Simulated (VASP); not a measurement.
A run of VASP 6.6.1 is set up as follows.

File INCAR:

```
SYSTEM = Zn
PREC = Accurate ; ENCUT = 600
EDIFF = 1E-6 ; ISMEAR = -1
SIGMA = 0.1 ; LREAL = .False.
LASPH = .True. ; NELM = 100
ALGO = Normal ; ISIF = 3
LWAVE = .False. ; LCHARG = .False.
GGA = PS ; IBRION = 2
NSW = 100 ; EDIFFG = -0.002
PSTRESS = 40.0
```

The input KPOINTS:

```
regular mesh
0
Gamma
  20 20 10
  0 0 0
```

The input POSCAR:

```
Zn
1.0
    2.6354261662      0.0000000000      0.0000000000
   -1.3177130831      2.2823460098      0.0000000000
    0.0000000000      0.0000000000      4.6649985756
Zn
2
Direct
    0.3333333333      0.6666666667      0.2500000000
    0.6666666667      0.3333333333      0.7500000000
```

Potentials or basis: VASP PAW PBE potentials, release 64 (Zn).

Run with:

```console
$ cat potpaw_PBE.64/Zn/POTCAR > POTCAR
$ mpirun -np 1 vasp_std > vasp.out
```

Q: What does it give for the relaxed volume?

A: 13.52 Å³/atom.

Q: Predict the space group after relaxing (to 0.05 Å).

A: P6_3/mmc (No. 194).

Q: What does it give for the relaxed cell?

A: a = 2.615 Å, b = 2.615 Å, c = 4.565 Å, α = 90.00°, β = 90.00°, γ = 120.00°.

Q: Estimate the band gap on the k mesh.

A: Zero (band 12 reaches 5.60 eV, above the bottom of band 13 at 1.68 eV).

The path:
```csv
step,energy change (eV),largest force (eV/Å),pressure (GPa),volume (Å³)
1,0.0000,0.0000,0.44,28.06
2,0.0211,0.0000,5.20,26.81
3,0.0130,0.0000,4.03,27.09
4,0.0125,0.0000,4.00,27.11
5,0.0125,0.0000,3.91,27.09
6,0.0135,0.0000,3.98,27.04
7,0.0132,0.0000,3.70,27.05
8,0.0171,0.0000,4.62,26.90
9,0.0139,0.0000,4.06,27.02
10,0.0138,0.0000,4.06,27.02
11,0.0135,0.0000,4.05,27.04
12,0.0134,0.0000,3.99,27.04
```

Caveat: the cell is relaxed towards a set pressure, so the enthalpy falls and the energy may rise; the PAW data sets were made with another functional, which shifts forces and pressure a little.
